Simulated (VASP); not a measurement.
Runs of VASP 6.6.1 on YbMg2Ge2. The structure is tetragonal, space group I4/mmm (No. 139). Conventional cell: a = 4.134 Å, b = 4.134 Å, c = 10.244 Å, α = 90.00°, β = 90.00°, γ = 90.00°. Ge (site symmetry 4mm) has 4 Mg at 2.43 Å and 1 Ge at 2.56 Å and 4 Yb at 3.19 Å within 3.2 Å. Within 4.2 Å of Yb (site symmetry 4/mmm) lie 10 Ge at 3.19 to 3.84 Å and 8 Mg at 3.29 Å and 4 Yb at 4.13 Å. Mg (site symmetry -4m2) has 4 Ge at 2.43 Å and 4 Mg at 2.92 Å and 4 Yb at 3.29 Å within 3.3 Å. 

```csv
level,U,k mesh,gap on the mesh (eV),pressure (GPa),largest force (eV/Å)
revPBE,-,5 × 5 × 5,none,23.5,3.06
PBEsol,-,5 × 5 × 5,none,(a),3.05
PBEsol,-,8 × 8 × 8,none,17.8,3.03
PBEsol+D4,-,5 × 5 × 5,none,17.8,3.06
PBEsol+U,Yb f U = 2.0 eV,5 × 5 × 5,none,18.2,3.06
```

Alike in all rows: task single point; potentials or basis VASP PAW PBE potentials, release 64 (Ge_d, Yb, Mg); no spin polarisation; cell as given; cutoff (eV) 520; smearing fermi-dirac 0.0544 eV.

Task: Fill in the values left out.

Result: (a) 19.1.

Caveats: the cell stands under pressure; the PAW data sets were made with another functional, which shifts forces and pressure a little; spin-orbit coupling is left out, which moves the levels of the heavy elements; U without spin polarisation on a metal has little footing (at least some runs).

A k mesh can miss the band edges, and the runs leave out spin-orbit coupling on Ge, Yb.

A gap of «none» marks levels without a gap at the run's occupations.
